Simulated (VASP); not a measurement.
**Se: single point with LDA**

Se:

```
Se
1.0
     2.81056    0.00000    0.00000
     0.00000    2.81056    0.00000
     0.00000    0.00000    2.67003
Se
1
Direct
  0.00000 0.00000 0.00000
```

This cell differs from its parent crystal: strain -0.0500 x Voigt [0, 0, 1, 0, 0, 0].

```json
{
 "Program": "VASP 6.6.1",
 "Task": "single point",
 "Functional": "LDA",
 "Potentials or basis": "VASP PAW LDA potentials, release 64 (Se)",
 "Cutoff": "520 eV",
 "k mesh": "16 × 16 × 16",
 "Occupations": "gaussian, width 0.15 eV",
 "Spin": "no spin polarisation"
}
```

- Pressure: 1.2 GPa
- Band gap on the k mesh: zero (bands 3 and 4 overlap by 6.32 eV)

Stress tensor (GPa, compression positive):
```
-0.42  0.00  0.00
 0.00 -0.42  0.00
 0.00  0.00  4.30
```

Levels at points of the mesh, in eV from the Fermi level:
```
           k point  band 1  band 2  band 3  band 4  band 5  band 6
(0.00, 0.00, 0.00)  -16.66    1.04    1.04    2.51    7.23    7.41
(0.50, 0.00, 0.00)  -14.56   -7.47    2.49    3.92    9.80   12.32
(0.50, 0.50, 0.00)  -12.48   -5.48   -5.48    2.41    5.19   14.24
(0.00, 0.00, 0.50)  -13.85   -7.73    2.98    2.98   10.19   11.96
(0.50, 0.00, 0.50)  -11.74   -5.84   -4.95    2.51    4.29   13.81
(0.50, 0.50, 0.50)   -9.57   -4.17   -3.21   -3.21    5.42    5.42
```

It took 43 s on 1 thread of Intel Xeon 8259CL, on a shared host, peak memory 0.18 GiB.

Caveat: the cell differs from its parent crystal (strain -0.0500 x Voigt [0, 0, 1, 0, 0, 0]).
